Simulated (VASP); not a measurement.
Input of a VASP 6.6.1 run:

The input INCAR:

```
AGGAC = 1.0
AGGAX = 1.0
ALDAC = 0.0
ALDAX = 1.0
ALGO = Normal
EDIFF = 1E-6
ENCUT = 520
GGA = B5
ISIF = 2
ISMEAR = -1
LASPH = T
LCHARG = F
LREAL = F
LWAVE = F
NBANDS = 28
NELM = 80
PREC = Accurate
SIGMA = 0.05
```

File KPOINTS:

```
k-points
0
Gamma
  7 7 7
```

File POSCAR:

```
BaTiO3
1.0
    3.9750609135      0.0000000000      0.0000000000
    0.0000000000      3.9750609135      0.0000000000
    0.0000000000      0.0000000000      4.5344533668
Ba Ti O
1 1 3
Direct
    0.0000000000      0.0000000000     -0.0365203620
    0.5000000000      0.5000000000      0.4584543747
    0.0000000000      0.5000000000      0.5284294614
    0.5000000000      0.0000000000      0.5284294614
    0.5000000000      0.5000000000      0.0642070646
```

Potentials or basis: VASP PAW PBE potentials, release 64 (Ba_sv, Ti_sv, O).

Run with:

```bash
$ cat potpaw_PBE.64/Ba_sv/POTCAR potpaw_PBE.64/Ti_sv/POTCAR potpaw_PBE.64/O/POTCAR > POTCAR
$ mpirun -np 1 vasp_std > vasp.out
```

Task: What does it give for the largest force?

Result: 0.186 eV/Å.

Task: Estimate the band gap on the k mesh.

Result: 1.89 eV, indirect (least direct gap 2.49 eV).

Task: What does it give for the pressure?

Result: 1.5 GPa.

Stress tensor (GPa, compression positive):
```
1.39 0.00 0.00
0.00 1.39 0.00
0.00 0.00 1.77
```

Caveat: the PAW data sets were made with another functional, which shifts forces and pressure a little; spin-orbit coupling is left out, which moves the levels of the heavy elements. Expect the measured gap to be larger: semilocal functionals such as BLYP lack the derivative discontinuity.
